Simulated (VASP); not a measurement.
# ZnSe (F-43m) in VASP: notebook

The runs below take ZnSe through single point, with HSE06.

Everything below comes from runs of VASP 6.6.1. Logs are shortened: lines on timing, memory, paths and dates and some standing lists are left out, and cuts for length are marked.

## 1. The cell of the first run

It takes space group F-43m (No. 216, cubic). The conventional cell has a = 5.758 Å, b = 5.758 Å, c = 5.758 Å, α = 90.00°, β = 90.00°, γ = 90.00°. Within 3.3 Å of Zn (site symmetry -43m) lie 4 Se at 2.49 Å. Se (site symmetry -43m) has 4 Zn at 2.49 Å within 3.3 Å.

## 2. Single point, HSE06 (23.86 Å³/atom)

POSCAR

```
ZnSe
1.0
    0.0000000000      2.8788200250      2.8788200250
    2.8788200250      0.0000000000      2.8788200250
    2.8788200250      2.8788200250      0.0000000000
Zn Se
1 1
Direct
    0.0000000000      0.0000000000      0.0000000000
    0.2500000000      0.2500000000      0.2500000000
```

INCAR.step1

```
ALGO     = Normal         # electronic algorithm
EDIFF    = 1E-5           # SCF threshold, eV
ENCUT    = 520            # plane-wave cutoff, eV
GGA      = PE             # functional
ISIF     = 2              # what is computed and relaxed
ISMEAR   = 0              # smearing method
LASPH    = True           # aspherical terms in the spheres
LCHARG   = False          # write CHGCAR
LREAL    = False          # projectors in reciprocal space
LWAVE    = True           # write WAVECAR
NBANDS   = 16             # bands
NELM     = 100            # most SCF steps
PREC     = Accurate       # precision mode
SIGMA    = 0.02           # smearing width, eV
```

INCAR.step2

```
ALGO     = Normal         # electronic algorithm
EDIFF    = 1E-6           # SCF threshold, eV
ENCUT    = 520            # plane-wave cutoff, eV
GGA      = PE             # functional
HFSCREEN = 0.2079         # screening, 1/A
ISIF     = 2              # what is computed and relaxed
ISMEAR   = 0              # smearing method
ISTART   = 1            
LASPH    = True           # aspherical terms in the spheres
LCHARG   = False          # write CHGCAR
LHFCALC  = True           # exact exchange
LREAL    = False          # projectors in reciprocal space
LWAVE    = False          # write WAVECAR
NBANDS   = 16             # bands
NELM     = 100            # most SCF steps
PREC     = Accurate       # precision mode
PRECFOCK = Normal       
SIGMA    = 0.02           # smearing width, eV
```

KPOINTS

```
k-points
0
Gamma
  6 6 6
```

Potentials or basis: VASP PAW PBE potentials, release 64 (Zn, Se).

The run is started by

```bash
> cat potpaw_PBE.64/Zn/POTCAR potpaw_PBE.64/Se/POTCAR > POTCAR
> cp INCAR.step1 INCAR
> mpirun -np 1 vasp_std > vasp.out
> cp INCAR.step2 INCAR
> mpirun -np 1 vasp_std > vasp.out
```

OUTCAR:

```text
EDIFF = 1E-6
   ENCUT = 520
   GGA = PE
   HFSCREEN = 0.2079
   ISIF = 2
   ISMEAR = 0
   ISTART = 1
   LASPH = True
   LHFCALC = True
   LREAL = False
   NELM = 100
   PREC = Accurate
   PRECFOCK = Normal

 ion  position               nearest neighbor table
   1  0.000  0.000  0.000-   2 2.49   2 2.49   2 2.49   2 2.49
   2  0.250  0.250  0.250-   1 2.49   1 2.49   1 2.49   1 2.49

  LATTYP: Found a face centered cubic cell.
 ALAT       =     5.7576400500

  Lattice vectors:

 A1 = (   0.0000000000,   2.8788200250,   2.8788200250)
 A2 = (   2.8788200250,   0.0000000000,   2.8788200250)
 A3 = (   2.8788200250,   2.8788200250,   0.0000000000)

Analysis of symmetry for initial positions (statically):
=====================================================================
 Subroutine PRICEL returns:
 Original cell was already a primitive cell.

 Routine SETGRP: Setting up the symmetry group for a
 face centered cubic supercell.

 Subroutine GETGRP returns: Found 24 space group operations
 (whereof 24 operations were pure point group operations)
 out of a pool of 48 trial point group operations.

The static configuration has the point symmetry T_d .

Analysis of symmetry for dynamics (positions and initial velocities):
=====================================================================
 Subroutine PRICEL returns:
 Original cell was already a primitive cell.

 Routine SETGRP: Setting up the symmetry group for a
 face centered cubic supercell.

 Subroutine GETGRP returns: Found 24 space group operations
 (whereof 24 operations were pure point group operations)
 out of a pool of 48 trial point group operations.

The dynamic configuration has the point symmetry T_d .

 Subroutine INISYM returns: Found 24 space group operations
 (whereof 24 operations are pure point group operations),
 and found     1 'primitive' translations

----------------------------------------------------------------------------------------

                                     Primitive cell

  volume of cell :      47.7170

  direct lattice vectors                    reciprocal lattice vectors
     0.000000000  2.878820025  2.878820025    -0.173682271  0.173682271  0.173682271
     2.878820025  0.000000000  2.878820025     0.173682271 -0.173682271  0.173682271
     2.878820025  2.878820025  0.000000000     0.173682271  0.173682271 -0.173682271

  length of vectors
     4.071266323  4.071266323  4.071266323     0.300826518  0.300826518  0.300826518

  position of ions in fractional coordinates (direct lattice)
     0.000000000  0.000000000  0.000000000
     0.250000000  0.250000000  0.250000000

  ion indices of the primitive-cell ions
   primitive index   ion index
                 1           1
                 2           2

----------------------------------------------------------------------------------------

 KPOINTS: k-points

Automatic generation of k-mesh.
 Grid dimensions read from file:
 generate k-points for:    6    6    6

 Generating k-lattice:

  Cartesian coordinates                     Fractional coordinates (reciprocal lattice)
    -0.028947045  0.028947045  0.028947045     0.166666667  0.000000000  0.000000000
     0.028947045 -0.028947045  0.028947045     0.000000000  0.166666667  0.000000000
     0.028947045  0.028947045 -0.028947045     0.000000000  0.000000000  0.166666667

  Length of vectors
     0.050137753  0.050137753  0.050137753

  Shift w.r.t. Gamma in fractional coordinates (k-lattice)
     0.000000000  0.000000000  0.000000000

 Subroutine IBZKPT returns following result:
 ===========================================

 Found     16 irreducible k-points:

 Following reciprocal coordinates:
            Coordinates               Weight
  0.000000  0.000000  0.000000      1.000000
  0.166667  0.000000  0.000000      8.000000
  0.333333  0.000000  0.000000      8.000000
  0.500000  0.000000  0.000000      4.000000
  0.166667  0.166667  0.000000      6.000000
  0.333333  0.166667  0.000000     24.000000
[... 8 lines left out ...]
 -0.333333  0.333333  0.166667     24.000000
 -0.333333  0.500000  0.166667     12.000000
   k-points           NKPTS =     16   k-points in BZ     NKDIM =    216   number of bands    NBANDS=     16
   number of dos      NEDOS =    301   number of ions     NIONS =      2
   total plane-waves  NPLWV =  27000
   dimension x,y,z NGX =    30 NGY =   30 NGZ =   30
   dimension x,y,z NGXF=    60 NGYF=   60 NGZF=   60
   ions per type =               1   1
   NGX,Y,Z   is equivalent  to a cutoff of  12.25, 12.25, 12.25 a.u.
   NGXF,Y,Z  is equivalent  to a cutoff of  24.50, 24.50, 24.50 a.u.
 SYSTEM =  unknown system
   PREC   = accura    normal or accurate (medium, high low for compatibility)
   ISTART =      1    job   : 0-new  1-cont  2-samecut
   ICHARG =      0    charge: 1-file 2-atom 10-const
   ISPIN  =      1    spin polarized calculation?
   LNONCOLLINEAR =      F non collinear calculations
   LSORBIT =      F    spin-orbit coupling
   LASPH  =      T    aspherical Exc in radial PAW
   ENCUT  =  520.0 eV  38.22 Ry    6.18 a.u.   7.57  7.57  7.57*2*pi/ulx,y,z
   NELM   =    100;   NELMIN=  2; NELMDL=  0     # of ELM steps
   EDIFF  = 0.1E-05   stopping-criterion for ELM
   LREAL  =      F    real-space projection
   EDIFFG = 0.1E-04   stopping-criterion for IOM
   NSW    =      0    number of steps for IOM
   IBRION =     -1    ionic relax: 0-MD 1-quasi-New 2-CG
   NFREE  =      0    steps in history (QN), initial steepest desc. (CG)
   ISIF   =      2    stress and relaxation
   ISYM   =      3    0-nonsym 1-usesym 2-fastsym
   POTIM  = 0.5000    time-step for ionic-motion
   TEBEG  =    0.0;   TEEND  =   0.0 temperature during run
   PSTRESS=    0.0 pullay stress
   NELECT =      18.0000    total number of electrons
   NUPDOWN=      -1.0000    fix difference up-down
   EMIN   =  10.00;   EMAX   =-10.00  energy-range for DOS
   EFERMI =   0.00;   METHOD = LEGACY
   ISMEAR =     0;   SIGMA  =   0.02  broadening in eV -4-tet -1-fermi 0-gaus
   EFERMI_NEDOS =   21; number of points for ismear=-14 and -15
   IALGO  =     38    algorithm
   IMIX   =      1    mixing-type and parameters
     AMIX     =   0.40;   BMIX     =  1.00
     AMIX_MAG =   1.60;   BMIX_MAG =  1.00
  volume/ion in A,a.u.               =      23.86       161.01
  Fermi-wavevector in a.u.,A,eV,Ry     =   1.182881  2.235321 19.037382  1.399208
  Thomas-Fermi vector in A             =   2.319127
   LORBIT       =      0    0 simple, 1 ext, 2 COOP (PROOUT), +10 PAW based schemes
   GGA     = PE    functional components
   LHFCALC =     T    Hartree Fock is set to
   PRECFOCK=normal    Normal, Fast or Accurate (Low or Medium for compatibility)
   ENCUT4O =  -1.0   cutoff for four orbital integrals eV
   NKREDX  =     1    reduce k-point grid by
   NKREDY  =     1    reduce k-point grid by
   NKREDZ  =     1    reduce k-point grid by
   AEXX    =    0.2500 exact exchange contribution
   HFSCREEN=    0.2079 screening length (either q_TF or 0.3 A-1)
   HFSCREENC=   0.2079 screening length for correlation (either q_TF or 0.3 A-1)
   ENCUTFOCK=  -1.0 apply spherical cutoff to Coloumb kernel
   IVDW    =     0    specifies the selected vdW correction
   LEPSILON=     F    determine dielectric tensor
   LRPA    =     F    only Hartree local field effects (RPA)
 non-spin polarized calculation
 Gauss-broadening in eV      SIGMA  =   0.02
  energy-cutoff  :      520.00
  volume of cell :       47.72
 maximum number of plane-waves:      1303
  NGX = 24; NGY = 24; NGZ = 24

 number of electron      18.0000011 magnetization

 Free energy of the ion-electron system (eV)
  ---------------------------------------------------
  ext. energy  EPLUGINS =         0.00000000
  ---------------------------------------------------
  free energy    TOTEN  =        -7.42123135 eV

  energy without entropy =       -7.42123135  energy(sigma->0) =       -7.42123135

 E-fermi :   0.6714     XC(G=0):  -7.5684

 val. band max:        0.5777930835   @ k =   0.0000   0.0000   0.0000
 cond. band min:       2.7700538846   @ k =   0.0000   0.0000   0.0000
 fundamental gap:      2.1922608011
 Fermi energy:         0.6714320498

 k-point     1 :       0.0000    0.0000    0.0000
  band No.  band energies     occupation
      1     -13.4916      2.00000
      2      -7.4666      2.00000
      3      -7.4666      2.00000
      4      -7.4666      2.00000
      5      -7.1756      2.00000
      6      -7.1756      2.00000
[... 8 lines left out ...]
     15      13.1559      0.00000
     16      13.1559      0.00000

 k-point     2 :       0.1667    0.0000    0.0000
  band No.  band energies     occupation
      1     -13.3172      2.00000
      2      -7.4452      2.00000
      3      -7.4452      2.00000
      4      -7.4258      2.00000
      5      -7.1769      2.00000
      6      -7.1769      2.00000
[... 8 lines left out ...]
     15      12.1315      0.00000
     16      12.7265      0.00000

 k-point     3 :       0.3333    0.0000    0.0000
  band No.  band energies     occupation
      1     -12.9313      2.00000
      2      -7.4088      2.00000
      3      -7.4088      2.00000
      4      -7.2395      2.00000
      5      -7.1716      2.00000
      6      -7.1716      2.00000
[... 8 lines left out ...]
     15      12.7498      0.00000
     16      12.7498      0.00000

 k-point     4 :       0.5000    0.0000    0.0000
  band No.  band energies     occupation
      1     -12.7153      2.00000
      2      -7.3951      2.00000
      3      -7.3951      2.00000
      4      -7.1635      2.00000
      5      -7.1635      2.00000
      6      -7.0102      2.00000
[... 8 lines left out ...]
     15      14.8678      0.00000
     16      14.8678      0.00000
[... 172 lines left out ...]
 k-point    14 :       0.5000    0.3333    0.1667
  band No.  band energies     occupation
      1     -12.6667      2.00000
      2      -7.3630      2.00000
      3      -7.3538      2.00000
      4      -7.2441      2.00000
      5      -7.1616      2.00000
      6      -7.0664      2.00000
[... 8 lines left out ...]
     15      14.6122      0.00000
     16      16.0605      0.00000

 k-point    15 :      -0.3333    0.3333    0.1667
  band No.  band energies     occupation
      1     -12.5207      2.00000
      2      -7.3560      2.00000
      3      -7.3334      2.00000
      4      -7.2055      2.00000
      5      -7.1744      2.00000
      6      -6.9192      2.00000
[... 8 lines left out ...]
     15      14.7379      0.00000
     16      15.7870      0.00000

 k-point    16 :      -0.3333    0.5000    0.1667
  band No.  band energies     occupation
      1     -12.4528      2.00000
      2      -7.3413      2.00000
      3      -7.3068      2.00000
      4      -7.2331      2.00000
      5      -7.1620      2.00000
      6      -6.8976      2.00000
[... 8 lines left out ...]
     15      15.5502      0.00000
     16      15.8317      0.00000

------------------------ aborting loop because EDIFF is reached ----------------------------------------

  FORCE on cell =-STRESS in cart. coord.  units (eV):
  Direction    XX          YY          ZZ          XY          YZ          ZX
  --------------------------------------------------------------------------------------
  -------------------------------------------------------------------------------------
  Total       -0.5196100     -0.5196100     -0.5196100     -0.0000000      0.0000000      0.0000000
  in kB      -17.4467495    -17.4467495    -17.4467495     -0.0000000      0.0000000      0.0000000
  external PRESSURE =     -17.4467495 kB  Pullay stress =       0.0000000 kB

 VOLUME and BASIS-vectors are now :
 -----------------------------------------------------------------------------
  energy-cutoff  :      520.00
  volume of cell :       47.72
      direct lattice vectors                 reciprocal lattice vectors
     0.000000000  2.878820025  2.878820025    -0.173682271  0.173682271  0.173682271
     2.878820025  0.000000000  2.878820025     0.173682271 -0.173682271  0.173682271
     2.878820025  2.878820025  0.000000000     0.173682271  0.173682271 -0.173682271

 POSITION                                       TOTAL-FORCE (eV/Angst)
 -----------------------------------------------------------------------------------
      0.00000      0.00000      0.00000        -0.000000     -0.000000     -0.000000
      1.43941      1.43941      1.43941         0.000000      0.000000      0.000000
 -----------------------------------------------------------------------------------
    total drift:                                0.000107      0.000084      0.000067

  FREE ENERGIE OF THE ION-ELECTRON SYSTEM (eV)
  ---------------------------------------------------
  free  energy   TOTEN  =        -7.4212313524 eV

  energy  without entropy=       -7.4212313524  energy(sigma->0) =       -7.42123135
```

It took 53 min on 1 thread of Intel Xeon Platinum 8259CL at 2.50GHz (Skylake/Cascade Lake), shared host; peak memory 0.29 GiB.

What came out:

- Free energy: -7.4212 eV
- Pressure: -1.7 GPa
- Band gap on the k mesh: 2.19 eV

Caveat: the PAW data sets were made with another functional, which shifts forces and pressure a little.

(Part 1 of 2 ends here.)
